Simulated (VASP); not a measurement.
Input of a VASP 6.6.1 run:

INCAR

```
ALGO = Normal ; EDIFF = 1E-6
ENCUT = 520 ; GGA = PE
ISIF = 2 ; ISMEAR = 0
LASPH = True ; LCHARG = False
LREAL = Auto ; LWAVE = False
NBANDS = 86 ; NELECT = 146.0
NELM = 60 ; PREC = Accurate
SIGMA = 0.02
```

The input KPOINTS:

```
k-points
0
Gamma
  2 2 2
```

POSCAR

```
Zn8HS8
1.0
    0.0000000000      5.4423087484     -5.4423087484
    5.4423087484      5.4423087484      0.0000000000
    5.4423087484      0.0000000000     -5.4423087484
Zn S H
8 8 1
Direct
    0.4895234951      0.4923134875     -0.0061922249
    0.5437543397     -0.1181173340      0.0400591018
    0.9548040621      0.5199027896      0.0154466613
    1.0052495646      0.0077528678     -0.0026621974
    0.4891854952      0.4920006607      0.5314258403
    0.5013895988      0.0072847760      0.4986857831
    1.0070873876      0.4960680521      0.5013003904
    1.0057665327      0.0082617510      0.4959999744
    0.3776537854      0.3780293613      0.3753589872
    0.3736103727      0.8711714493      0.3928279520
    0.8696664814      0.3751838777      0.3912590407
    0.8800484723      0.8776469180      0.3746410934
    0.3507547235      0.3577512027      0.8991113379
    0.3731447615      0.8714711383      0.8684448491
    0.8699327287      0.3748162029      0.8697059867
    0.8914848871      0.8921864276      0.8613353664
    0.6529056260      0.6175682335      1.1172129846
```

Potentials or basis: VASP PAW PBE potentials, release 64 (Zn, S, H).

The run is started by

```bash
$ cat potpaw_PBE.64/Zn/POTCAR potpaw_PBE.64/S/POTCAR potpaw_PBE.64/H/POTCAR > POTCAR
$ mpirun -np 1 vasp_std > vasp.out
```

Estimate the largest force.

0.031 eV/Å.

Forces on the atoms (eV/Å):
```
Zn  -0.013 -0.012  0.016
Zn   0.014  0.017  0.011
Zn  -0.015  0.021 -0.018
Zn   0.002  0.009  0.007
Zn   0.010 -0.006 -0.008
Zn   0.004  0.004  0.002
Zn  -0.002  0.001 -0.005
Zn  -0.001  0.001  0.007
S    0.000  0.006  0.000
S   -0.005  0.002  0.000
S    0.003 -0.003  0.001
S   -0.003  0.001  0.001
S    0.001 -0.017 -0.001
S    0.000  0.002 -0.006
S    0.001 -0.005  0.000
S    0.002 -0.004  0.000
H    0.004 -0.017 -0.004
```

Caveat: the k points lie up to 0.50 Å⁻¹ apart; the cell carries a net charge on a neutralising background, which shifts energy and pressure.
